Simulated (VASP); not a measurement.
Crystal: Cu.

```
Cu
1.0
     2.53410    0.00000    0.00000
    -1.26705    2.19459    0.00000
     0.00000    0.00000    4.11257
Cu
2
Direct
  0.33333 0.66667 0.25000
  0.66667 0.33333 0.75000
```

This isn't the form of Cu at room conditions, which is fcc.

```yaml
Program: VASP 6.6.1
Task: relaxation of cell and atoms
Functional: BLYP
Dispersion: D3(BJ)
Potentials_or_basis: VASP PAW PBE potentials, release 64 (Cu)
Cutoff: 600 eV
k_mesh: 15 × 15 × 8
Occupations: methfessel-paxton, width 0.15 eV
Spin: no spin polarisation
```

At the start: pressure -3.5 GPa; volume 11.44 Å³/atom.

**Question.** How do energy, volume and symmetry change on relaxing?

**Answer.** Over 4 steps the energy falls by 5.3 meV/atom and the volume is 11.16 Å³/atom (-2.4 %); space group P6_3/mmc (No. 194, to 0.1 Å) before and after.

The path:
| step | energy change (eV) | largest force (eV/Å) | pressure (GPa) | volume (Å³) |
| --- | --- | --- | --- | --- |
| 1 | 0.0000 | 0.0000 | -3.54 | 22.87 |
| 2 | -0.0079 | 0.0000 | 2.35 | 22.04 |
| 3 | -0.0092 | 0.0000 | 0.64 | 22.26 |
| 4 | -0.0105 | 0.0000 | 0.30 | 22.32 |

Final structure:
```
CELL_PARAMETERS angstrom
2.49740 0.00000 0.00000
-1.24870 2.16281 0.00000
0.00000 0.00000 4.13198
ATOMIC_POSITIONS crystal
Cu 0.33333 0.66667 0.25000
Cu 0.66667 0.33333 0.75000
```

Caveat: the PAW data sets were made with another functional, which shifts forces and pressure a little.
